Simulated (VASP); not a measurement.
Wanted: the native input for a VASP 6.6.1 run.

```yaml
Task: single point
Functional: PBE
Potentials_or_basis: VASP PAW PBE potentials, release 64 (Hf_pv, O)
Cutoff: 520 eV
k_mesh: 6 × 6 × 8
Occupations: gaussian, width 0.05 eV
Spin: no spin polarisation
Dipole_correction: no
Further_INCAR_settings: ALGO = Normal; EDIFF = 1e-07; NBANDS = 31
```

The structure of HfO2 lies in POSCAR:

```
HfO2
1.0
    4.7996987687      0.0000000000      0.0000000000
    0.0000000000      4.7996987687      0.0000000000
    0.0000000000      0.0000000000      3.1838168590
Hf O
2 4
Direct
    0.0000000000      0.0000000000     -0.0626951577
    0.5000000000      0.5000000000      0.5626951577
    0.1948161092      0.8051838908      0.4798800679
    0.3051838908      0.3051838908      0.0201199321
    0.6948161092      0.6948161092      0.0201199321
    0.8051838908      0.1948161092      0.4798800679
```

The input as run:

INCAR

```
SYSTEM = HfO2
ALGO = Normal ; EDIFF = 1E-7
ENCUT = 520 ; GGA = PE
ISIF = 2 ; ISMEAR = 0
LASPH = .True. ; LCHARG = .False.
LREAL = .False. ; LWAVE = .False.
NBANDS = 31 ; NELM = 80
PREC = Accurate ; SIGMA = 0.05
```

KPOINTS

```
k-points
0
Gamma
  6 6 8
  0 0 0
```

Potentials or basis: VASP PAW PBE potentials, release 64 (Hf_pv, O).

Command:

```sh
$ cat potpaw_PBE.64/Hf_pv/POTCAR potpaw_PBE.64/O/POTCAR > POTCAR
$ mpirun -np 1 vasp_std > vasp.out
```

Results of the run:

```yaml
Pressure: 10.8 GPa
Largest_force: 1.745 eV/Å
Band_gap_on_the_k_mesh: 4.29 eV, direct
```

Caveat: spin-orbit coupling is left out, which moves the levels of the heavy elements; forces of over 1 eV/Å act on the atoms, so gaps and moduli don't describe the material at rest.

Wall time 33 s on 1 thread of Intel(R) Xeon(R) 6975P-C (Granite Rapids), with other jobs on the host, peak memory 0.23 GiB.
